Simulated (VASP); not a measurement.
A run of VASP 6.6.1 is set up as follows.

File INCAR:

```
PREC = Accurate
ENCUT = 600
EDIFF = 1E-6
ISMEAR = -1
SIGMA = 0.1
LREAL = False
LASPH = True
NELM = 100
ALGO = Normal
ISIF = 3
LWAVE = False
LCHARG = False
GGA = PE
IBRION = 2
NSW = 100
EDIFFG = -0.01
PSTRESS = 200.0
```

File KPOINTS:

```
Automatic mesh
0
Gamma
  6 6 8
```

Contents of POSCAR:

```
P
1.0
    6.0878881600      0.0000000000      0.0000000000
    0.0000000000      6.0878881600      0.0000000000
    0.0000000000      0.0000000000      4.4106663000
P
2
Direct
    0.7500000000      0.2500000000      0.0000000000
    0.2500000000      0.7500000000      0.0000000000
```

Potentials or basis: VASP PAW PBE potentials, release 64 (P).

Command:

```console
$ cat potpaw_PBE.64/P/POTCAR > POTCAR
$ mpirun -np 1 vasp_std > vasp.out
```

**Question.** Estimate the relaxed cell.

**Answer.** a = 3.307 Å, b = 3.307 Å, c = 2.338 Å, α = 90.00°, β = 90.00°, γ = 90.00°.

**Question.** Predict the band gap on the k mesh.

**Answer.** Zero (bands 5 and 6 overlap by 15.10 eV).

Stress tensor (GPa, compression positive):
```
19.92  0.00  0.00
 0.00 19.92  0.00
 0.00  0.00 20.11
```

Caveat: the cell is relaxed towards a set pressure, so the run minimises the enthalpy, not the energy.
